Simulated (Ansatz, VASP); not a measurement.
# Two plane-wave programs on Pt

```
CELL_PARAMETERS angstrom
2.58683 0.00000 0.00000
0.00000 2.58683 0.00000
0.00000 0.00000 2.58683
ATOMIC_POSITIONS crystal
Pt 0.00000 0.00000 0.00000
```

Alike in both runs: functional PBEsol; k mesh 22 × 22 × 22; occupations gaussian, width 0.1 eV; no spin polarisation.

Ansatz relaxed the structure, and its values are those at the end. VASP's run is a single point on that final structure, the one shown.

|  | VASP | Ansatz |
| --- | --- | --- |
| version | VASP 6.6.1 | Ansatz 0.2.0 |
| potentials or method | VASP PAW PBE potentials, release 64 (Pt), cutoff 520 eV | scalar-relativistic, plane waves, PAW |
| valence electrons in the cell | 10 | 18 |

Ansatz gave:

| Item | Value |
| --- | --- |
| gap on the k mesh at the Fermi level (eV) | none |
| pressure (GPa) | 0.0 |

Task: Estimate VASP's values.

Result: gap on the k mesh at the Fermi level (eV): none; pressure (GPa): -0.4.

VASP's potentials were made for PBE, not for PBEsol. A gap of «none» marks a metal or a gap that the smearing closes. VASP's potentials hold 10 valence electrons a cell and Ansatz's 18, so a difference there can come from the potentials and not from the codes.

Spin-orbit coupling is off throughout.
